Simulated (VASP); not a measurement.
# W2C3 (P6_3/mmc) in VASP: notebook, part 2 of 2

VASP 6.6.1. The steps go on from the part before.

**3. Single point, PBE**

This run uses another cell than the first one, of 9.71 Å³/atom.

Input file INCAR:

```
  ALGO = Normal
  EDIFF = 1E-6
  ENCUT = 520
  GGA = PE
  ISIF = 2
  ISMEAR = 0
  LASPH = True
  LCHARG = True
  LELF = True
  LREAL = False
  LVHAR = True
  LWAVE = False
  NBANDS = 51
  NELM = 100
  PREC = Accurate
  SIGMA = 0.1
```

Input file KPOINTS:

```
k-points
0
Gamma
  12 12 4
```

Input file POSCAR:

```
W2C3
1.0
    2.9557588905      0.0000000000      0.0000000000
   -1.4778794453      2.5597622866      0.0000000000
    0.0000000000      0.0000000000     12.8285680541
W C
4 6
Direct
    0.6666666667      0.3333333333      0.6382540613
    0.6666666667      0.3333333333      0.8617459387
    0.3333333333      0.6666666667      0.3617459387
    0.3333333333      0.6666666667      0.1382540613
    0.6666666667      0.3333333333      0.4618258624
    0.3333333333      0.6666666667      0.5381741376
    0.3333333333      0.6666666667      0.7500000000
    0.3333333333      0.6666666667      0.9618258624
    0.6666666667      0.3333333333      0.0381741376
    0.6666666667      0.3333333333      0.2500000000
```

Potentials or basis: VASP PAW PBE potentials, release 64 (W_sv, C).

Command:

```
cat potpaw_PBE.64/W_sv/POTCAR potpaw_PBE.64/C/POTCAR > POTCAR
mpirun -np 1 vasp_std > vasp.out
```

OUTCAR:

```text
EDIFF = 1E-6
   ENCUT = 520
   GGA = PE
   ISIF = 2
   ISMEAR = 0
   LASPH = True
   LREAL = False
   NELM = 100
   PREC = Accurate

 ion  position               nearest neighbor table
   1  0.667  0.333  0.638-   6 2.14   6 2.14   6 2.14   7 2.23   7 2.23   7 2.23   5 2.26   2 2.87

   2  0.667  0.333  0.862-   8 2.14   8 2.14   8 2.14   7 2.23   7 2.23   7 2.23   9 2.26   1 2.87

   3  0.333  0.667  0.362-   5 2.14   5 2.14   5 2.14  10 2.23  10 2.23  10 2.23   6 2.26   4 2.87

[... 1523 lines left out ...]
  Total        0.5635218      0.5635218      0.7704483     -0.0000000     -0.0000000     -0.0000000
  in kB        9.3019599      9.3019599     12.7176609     -0.0000000     -0.0000000     -0.0000000
  external PRESSURE =      10.4405269 kB  Pullay stress =       0.0000000 kB

 VOLUME and BASIS-vectors are now :
 -----------------------------------------------------------------------------
  energy-cutoff  :      520.00
  volume of cell :       97.06
      direct lattice vectors                 reciprocal lattice vectors
     2.955758890  0.000000000  0.000000000     0.338322589  0.195330638  0.000000000
    -1.477879445  2.559762287  0.000000000     0.000000000  0.390661276  0.000000000
     0.000000000  0.000000000 12.828568054     0.000000000  0.000000000  0.077951023

 POSITION                                       TOTAL-FORCE (eV/Angst)
 -----------------------------------------------------------------------------------
      1.47788      0.85325      8.18789         0.000000      0.000000      0.012225
      1.47788      0.85325     11.05497         0.000000      0.000000     -0.012225
     -0.00000      1.70651      4.64068         0.000000      0.000000     -0.012225
     -0.00000      1.70651      1.77360        -0.000000      0.000000      0.012225
      1.47788      0.85325      5.92456        -0.000000     -0.000000      0.026578
     -0.00000      1.70651      6.90400         0.000000      0.000000     -0.026578
     -0.00000      1.70651      9.62143        -0.000000      0.000000      0.000000
     -0.00000      1.70651     12.33885        -0.000000     -0.000000      0.026578
      1.47788      0.85325      0.48972         0.000000      0.000000     -0.026578
      1.47788      0.85325      3.20714        -0.000000      0.000000      0.000000
 -----------------------------------------------------------------------------------
    total drift:                                0.000000     -0.000000      0.000000

  FREE ENERGIE OF THE ION-ELECTRON SYSTEM (eV)
  ---------------------------------------------------
  free  energy   TOTEN  =      -101.5186919003 eV

  energy  without entropy=     -101.5057758814  energy(sigma->0) =     -101.51223389
```

OSZICAR:

```text
N       E                     dE             d eps       ncg     rms          rms(c)
DAV:   1     0.947632700020E+03    0.94763E+03   -0.44141E+04  5838   0.177E+03
DAV:   2    -0.304333987500E+02   -0.97807E+03   -0.93971E+03  5974   0.545E+02
DAV:   3    -0.110017826477E+03   -0.79584E+02   -0.76093E+02  7066   0.141E+02
DAV:   4    -0.112689367236E+03   -0.26715E+01   -0.26164E+01  7116   0.236E+01
DAV:   5    -0.112764588703E+03   -0.75221E-01   -0.75011E-01  7332   0.369E+00    0.675E+01
DAV:   6    -0.102663046277E+03    0.10102E+02   -0.73331E+01  7676   0.358E+01    0.204E+01
DAV:   7    -0.101888868295E+03    0.77418E+00   -0.11921E+01  7464   0.157E+01    0.138E+01
DAV:   8    -0.101518781728E+03    0.37009E+00   -0.24349E+00  7405   0.760E+00    0.228E+00
DAV:   9    -0.101517996854E+03    0.78487E-03   -0.19054E-01  7070   0.210E+00    0.584E-01
DAV:  10    -0.101519302087E+03   -0.13052E-02   -0.35014E-02  7408   0.739E-01    0.362E-01
DAV:  11    -0.101518693850E+03    0.60824E-03   -0.32165E-03  7942   0.258E-01    0.128E-01
DAV:  12    -0.101518715170E+03   -0.21319E-04   -0.58602E-04  7128   0.108E-01    0.623E-02
DAV:  13    -0.101518692943E+03    0.22227E-04   -0.17188E-04  8017   0.568E-02    0.312E-02
DAV:  14    -0.101518692486E+03    0.45729E-06   -0.16832E-05  6302   0.177E-02    0.722E-03
DAV:  15    -0.101518691900E+03    0.58527E-06   -0.29462E-06  5633   0.909E-03
   1 F= -.10151869E+03 E0= -.10151223E+03  d E =-.129160E-01
```

stdout:

```text
POSCAR found type information on POSCAR W C
 POSCAR found :  2 types and      10 ions
 scaLAPACK will be used
 LDA part: xc-table for (Slater+PW92), standard interpolation
 POSCAR, INCAR and KPOINTS ok, starting setup
 FFT: planning ... GRIDC
 FFT: planning ... GRID_SOFT
 FFT: planning ... GRID
 WAVECAR not read
 entering main loop
```

Run time: 11 min. Hardware: 1 thread of AMD EPYC 7R13, shared host; peak memory 0.32 GiB.

What came out:

```yaml
Free_energy: -101.5187 eV
Pressure: 1.0 GPa
Largest_force: 0.027 eV/Å
Band_gap_on_the_k_mesh: zero (bands 40 and 41 overlap by 1.48 eV)
```

Forces in eV/Å, atoms in the order of the input:
```
W    0.000  0.000  0.012
W    0.000  0.000 -0.012
W    0.000  0.000 -0.012
W    0.000  0.000  0.012
C    0.000  0.000  0.027
C    0.000  0.000 -0.027
C    0.000  0.000  0.000
C    0.000  0.000  0.027
C    0.000  0.000 -0.027
C    0.000  0.000  0.000
```

Stress tensor (GPa, compression positive):
```
0.93 0.00 0.00
0.00 0.93 0.00
0.00 0.00 1.27
```

Levels at points of the mesh, in eV from the Fermi level:
| k point | band 38 | band 39 | band 40 | band 41 | band 42 | band 43 |
| --- | --- | --- | --- | --- | --- | --- |
| (0.00, 0.00, 0.00) | -1.84 | -1.08 | -0.92 | -0.74 | -0.74 | 0.86 |
| (0.50, 0.00, 0.00) | -1.82 | -1.31 | 0.42 | 0.72 | 0.78 | 2.68 |
| (0.00, 0.00, 0.50) | -2.44 | -1.14 | -1.14 | 0.02 | 0.02 | 0.02 |
| (0.50, 0.00, 0.50) | -1.77 | -0.32 | -0.32 | 0.68 | 0.68 | 2.85 |

Caveat: spin-orbit coupling is left out, which moves the levels of the heavy elements.

**4. Single point, PBE**

This run uses another cell than the first one, of 9.71 Å³/atom.

Input file INCAR:

```
PREC     = Accurate       # precision mode
ENCUT    = 520            # plane-wave cutoff, eV
EDIFF    = 1E-7           # SCF threshold, eV
ISMEAR   = 0              # smearing method
SIGMA    = 0.1            # smearing width, eV
LREAL    = False          # projectors in reciprocal space
LASPH    = True           # aspherical terms in the spheres
NELM     = 80             # most SCF steps
ALGO     = Normal         # electronic algorithm
ISIF     = 2              # what is computed and relaxed
LWAVE    = False          # write WAVECAR
LCHARG   = False          # write CHGCAR
GGA      = PE             # functional
NBANDS   = 51             # bands
```

Input file KPOINTS:

```
Automatic mesh
0
Gamma
  12 12 4
```

Input file POSCAR:

```
W2C3
1.0
    2.9556763127      0.0000000000      0.0000000000
   -1.4778381564      2.5596907721      0.0000000000
    0.0000000000      0.0000000000     12.8288306379
W C
4 6
Direct
    0.6666666667      0.3333333333      0.6382556246
    0.6666666667      0.3333333333      0.8617443754
    0.3333333333      0.6666666667      0.3617443754
    0.3333333333      0.6666666667      0.1382556246
    0.6666666667      0.3333333333      0.4618369170
    0.3333333333      0.6666666667      0.5381630830
    0.3333333333      0.6666666667      0.7500000000
    0.3333333333      0.6666666667      0.9618369170
    0.6666666667      0.3333333333      0.0381630830
    0.6666666667      0.3333333333      0.2500000000
```

Command:

```
cat potpaw_PBE.64/W_sv/POTCAR potpaw_PBE.64/C/POTCAR > POTCAR
mpirun -np 1 vasp_std > vasp.out
```

Run time: 2.5 min. Hardware: 1 thread of Intel Xeon 6975P-C (Granite Rapids), shared host; peak memory 0.36 GiB.

It converged, with:

| Property | Result |
| --- | --- |
| Free energy | -101.5187 eV |
| Pressure | 1.0 GPa |
| Largest force | 0.025 eV/Å |
| Band gap on the k mesh | zero (bands 40 and 41 overlap by 1.49 eV) |

Forces on the atoms (eV/Å):
```
W    0.000  0.000  0.012
W    0.000  0.000 -0.012
W    0.000  0.000 -0.012
W    0.000  0.000  0.012
C    0.000  0.000  0.025
C    0.000  0.000 -0.025
C    0.000  0.000  0.000
C    0.000  0.000  0.025
C    0.000  0.000 -0.025
C    0.000  0.000  0.000
```

Stress tensor (GPa, compression positive):
```
0.94 0.00 0.00
0.00 0.94 0.00
0.00 0.00 1.27
```

Levels at points of the mesh, in eV from the Fermi level:
| k point | band 38 | band 39 | band 40 | band 41 | band 42 | band 43 |
| --- | --- | --- | --- | --- | --- | --- |
| (0.00, 0.00, 0.00) | -1.84 | -1.08 | -0.92 | -0.74 | -0.74 | 0.86 |
| (0.50, 0.00, 0.00) | -1.82 | -1.31 | 0.42 | 0.72 | 0.78 | 2.68 |
| (0.00, 0.00, 0.50) | -2.44 | -1.14 | -1.14 | 0.02 | 0.02 | 0.02 |
| (0.50, 0.00, 0.50) | -1.77 | -0.32 | -0.32 | 0.68 | 0.68 | 2.85 |

Caveat: spin-orbit coupling is left out, which moves the levels of the heavy elements.

**5. Relaxation of cell and atoms, PBE**

This run uses another cell than the first one, of 13.24 Å³/atom.

Input file INCAR:

```
SYSTEM = W2C3
PREC     = Accurate       ! precision mode
ENCUT    = 600            ! plane-wave cutoff, eV
EDIFF    = 1E-6           ! SCF threshold, eV
ISMEAR   = 0              ! smearing method
SIGMA    = 0.2            ! smearing width, eV
LREAL    = .False.        ! projectors in reciprocal space
LASPH    = .True.         ! aspherical terms in the spheres
NELM     = 100            ! most SCF steps
ALGO     = Normal         ! electronic algorithm
ISIF     = 3              ! what is computed and relaxed
LWAVE    = .False.        ! write WAVECAR
LCHARG   = .False.        ! write CHGCAR
GGA      = PE             ! functional
IBRION   = 2              ! ionic algorithm
NSW      = 36             ! ionic steps
EDIFFG   = -0.08          ! ionic threshold
```

Input file KPOINTS:

```
regular mesh
0
Gamma
  5 5 2
  0 0 0
```

Input file POSCAR:

```
W2C3
1.0
    3.7112497600      0.0000000000      0.0000000000
   -1.8556248800      3.2140365800      0.0000000000
    0.0000000000      0.0000000000     11.0977841400
W C
4 6
Direct
    0.3333333300      0.6666666700      0.1430000100
    0.6666666700      0.3333333300      0.6430000100
    0.3333333300      0.6666666700      0.3569999900
    0.6666666700      0.3333333300      0.8569999900
    0.0000000000      0.0000000000      0.2500000000
    0.0000000000      0.0000000000      0.7500000000
    0.3333333300      0.6666666700      0.9300000100
    0.6666666700      0.3333333300      0.4300000100
    0.3333333300      0.6666666700      0.5699999900
    0.6666666700      0.3333333300      0.0699999900
```

Command:

```
cat potpaw_PBE.64/W_sv/POTCAR potpaw_PBE.64/C/POTCAR > POTCAR
mpirun -np 1 vasp_std > vasp.out
```

Wall time 18 min (1 thread of Intel Xeon 6975P-C (Granite Rapids), shared host); peak memory 0.34 GiB.

The run converged. Its results:

```yaml
Free_energy: -100.5998 eV
Relaxed_volume: 9.47 Å³/atom
Relaxed_cell: a = 2.792 Å, b = 2.792 Å, c = 14.028 Å, α = 90.00°, β = 90.00°, γ = 120.00°
Space_group_after_relaxing_to_0.1_Å: P6_3/mmc (No. 194)
Energy_gained_by_relaxing: 1052.9 meV/atom
Ionic_steps: 35
Pressure_after_relaxing: -0.6 GPa
Largest_force_after_relaxing: 0.023 eV/Å
Band_gap_on_the_k_mesh: zero (bands 40 and 41 overlap by 1.44 eV)
```

Forces in eV/Å, atoms in the order of the input:
```
W    0.000  0.000 -0.018
W    0.000  0.000 -0.018
W    0.000  0.000  0.018
W    0.000  0.000  0.018
C    0.000  0.000  0.000
C    0.000  0.000  0.000
C    0.000  0.000 -0.023
C    0.000  0.000 -0.023
C    0.000  0.000  0.023
C    0.000  0.000  0.023
```

Stress tensor (GPa, compression positive):
```
-0.66  0.00  0.00
 0.00 -0.66  0.00
 0.00  0.00 -0.41
```

Step by step:
```tsv
step	energy change (eV)	largest force (eV/Å)	pressure (GPa)	volume (Å³)
1	0.0000	5.5511	-27.96	132.38
2	-2.3535	4.1597	86.98	91.90
3	-7.0627	2.0747	9.62	106.55
4	-7.0719	1.8786	11.79	105.90
5	-7.2296	1.4451	-5.12	114.12
6	-7.5107	0.3061	1.21	110.23
7	-7.5109	0.3070	1.39	110.15
8	-7.5158	0.1290	-2.54	111.36
9	-7.5202	0.1884	-0.97	110.86
10	-7.5307	0.1287	-0.45	110.50
11	-7.5436	0.0433	0.78	109.64
12	-7.5511	0.0625	0.57	109.64
13	-7.5698	0.1245	-0.10	109.63
14	-7.5903	0.2578	-1.53	109.57
15	-7.5917	0.2998	-1.99	109.54
16	-7.5972	0.3027	-1.79	109.30
17	-7.6122	0.3251	-1.25	108.55
18	-7.6544	0.4115	-0.49	107.03
19	-8.0649	1.0187	-0.73	103.90
20	-9.7116	0.8424	-1.21	97.29
21	-6.2453	3.9529	86.58	83.03
22	-10.1760	0.6643	2.91	94.72
23	-10.1760	1.3934	17.97	90.97
24	-10.2935	0.8739	8.97	92.91
25	-10.2900	0.9920	11.34	92.34
26	-9.8313	1.1158	-23.76	101.40
27	-10.4587	0.1909	-2.47	95.29
28	-10.4591	0.1834	-2.00	95.16
29	-10.4865	0.2568	0.98	94.20
30	-10.4871	0.2717	1.57	94.01
31	-10.5097	0.2773	0.05	94.34
32	-10.5175	0.3679	-1.24	94.65
33	-10.5254	0.1317	1.67	94.12
34	-10.5277	0.0893	0.70	94.29
35	-10.5289	0.0231	-0.58	94.67
```

Final structure:
```cif
data_structure
_symmetry_space_group_name_H-M 'P 1'
_symmetry_Int_Tables_number 1
_cell_length_a 2.7915
_cell_length_b 2.7915
_cell_length_c 14.0275
_cell_angle_alpha 90.000
_cell_angle_beta 90.000
_cell_angle_gamma 120.000
_cell_volume 94.67
loop_
_atom_site_label
_atom_site_type_symbol
_atom_site_fract_x
_atom_site_fract_y
_atom_site_fract_z
_atom_site_occupancy
W1 W 0.33333 0.66667 0.14589 1
W2 W 0.66667 0.33333 0.64589 1
W3 W 0.33333 0.66667 0.35411 1
W4 W 0.66667 0.33333 0.85411 1
C1 C 0.00000 0.00000 0.25000 1
C2 C 0.00000 0.00000 0.75000 1
C3 C 0.33333 0.66667 0.98336 1
C4 C 0.66667 0.33333 0.48336 1
C5 C 0.33333 0.66667 0.51664 1
C6 C 0.66667 0.33333 0.01664 1
```

Levels at points of the mesh, in eV from the Fermi level:
```csv
k point,band 38,band 39,band 40,band 41,band 42,band 43
"(0.00, 0.00, 0.00)",-1.19,-0.97,-0.91,-0.05,-0.05,0.28
"(0.00, 0.00, 0.50)",-1.40,-0.97,-0.97,0.10,0.10,0.10
```

Caveat: the k points lie up to 0.52 Å⁻¹ apart in the final cell, too coarse for converged energies and pressures of a metal; the volume moved by over 15 % at a fixed basis, so the end points are rough; spin-orbit coupling is left out, which moves the levels of the heavy elements.

**6. Overview**

| task | cell | k mesh | cutoff (eV) | smearing | gap on the mesh (eV) | pressure (GPa) | largest force (eV/Å) |
| --- | --- | --- | --- | --- | --- | --- | --- |
| single point | a = 2.778, b = 2.778, c = 14.191 Å, angles 90.0, 90.0, 120.0°, 10 atoms, atomic positions A | 12 × 12 × 4 | 520 | gaussian 0.1 eV | none | 1.1 | 0.01 |
| single point | a = 2.956, b = 2.956, c = 12.829 Å, angles 90.0, 90.0, 120.0°, 10 atoms, atomic positions B | 12 × 12 × 4 | 520 | gaussian 0.1 eV | none | 1.0 | 0.03 |
| relaxation of cell and atoms | relaxed from a = 3.711, b = 3.711, c = 11.098 Å, angles 90.0, 90.0, 120.0°, 10 atoms, atomic positions C | 5 × 5 × 2 | 600 | gaussian 0.2 eV | none | -0.6 | 0.02 |

Alike in all rows: level PBE; potentials or basis VASP PAW PBE potentials, release 64 (W_sv, C); no spin polarisation.

Caveats: some runs use coarse meshes; spin-orbit coupling is left out, which moves the levels of the heavy elements; the volume moved by over 15 % at a fixed basis, so the end points are rough (at least some runs).

Absolute energies hang on the potentials; compare differences alone.
